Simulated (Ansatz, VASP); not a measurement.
# Two plane-wave programs on Be

The input INCAR:

```
SYSTEM = Be
  PREC = Accurate
  ENCUT = 520
  EDIFF = 1E-7
  ISMEAR = -1
  SIGMA = 0.1
  LREAL = .False.
  LASPH = .True.
  NELM = 80
  ALGO = Normal
  ISIF = 2
  LWAVE = .False.
  LCHARG = .False.
  NBANDS = 10
```

Contents of KPOINTS:

```
regular mesh
0
Gamma
  12 12 16
  0 0 0
```

File POSCAR:

```
Be
1.0
    3.5653917007      0.0000000000      0.0000000000
   -1.7826958503      3.0877197873      0.0000000000
    0.0000000000      0.0000000000      2.1771866785
Be
3
Direct
    1.0000000000      1.0000000000      1.0000000000
    0.3333333333      0.6666666667      0.5000000000
    0.6666666667      0.3333333333      0.5000000000
```

Input for Ansatz:

```yaml
crystal:
  lattice:
    - [3.5653917007, 0.0, 0.0]
    - [-1.7826958503, 3.0877197873, 0.0]
    - [0.0, 0.0, 2.1771866785]
  atoms:
    - { symbol: Be, position: [1.0, 1.0, 1.0] }
    - { symbol: Be, position: [0.3333333333, 0.6666666667, 0.5] }
    - { symbol: Be, position: [0.6666666667, 0.3333333333, 0.5] }
hamiltonian:
  xc: lda
  pseudopotentials:
    kind: paw
    azcp:
      Be: "pseudopotentials/Be.paw.azcp"
basis:
  ecutwfc: 420
  fft_grid_basis: typed
kpoints:
  mp_grid: { grid: [12, 12, 16], shift: [0, 0, 0] }
magnetization:
  spin_polarized: false
scf:
  occupations: { method: fermi_dirac, width: 0.1 }
  lower_state_search: "off"
output:
  stress: true
```

Alike in both runs: task single point; functional LDA; k mesh 12 × 12 × 16; occupations fermi-dirac, width 0.1 eV; no spin polarisation.

|  | VASP | Ansatz |
| --- | --- | --- |
| version | VASP 6.6.1 | Ansatz 0.2.0 |
| potentials or method | VASP PAW LDA potentials, release 64 (Be), cutoff 520 eV | plane waves (420 eV) with PAW, scalar-relativistic |
| valence electrons in the cell | 6 | 6 |

|  | VASP | Ansatz | Ansatz less VASP |
| --- | --- | --- | --- |
| pressure (GPa) | -4.2 | -4.5 | -0.37 |
| traceless stress, the component that is largest in VASP (GPa) | 1.17 | 1.18 | +0.006 |

Ansatz warns that its potentials were made for another functional, while VASP's fit it. LDA's correlation is that of Perdew and Zunger in VASP and of Perdew and Wang (1992) in Ansatz.
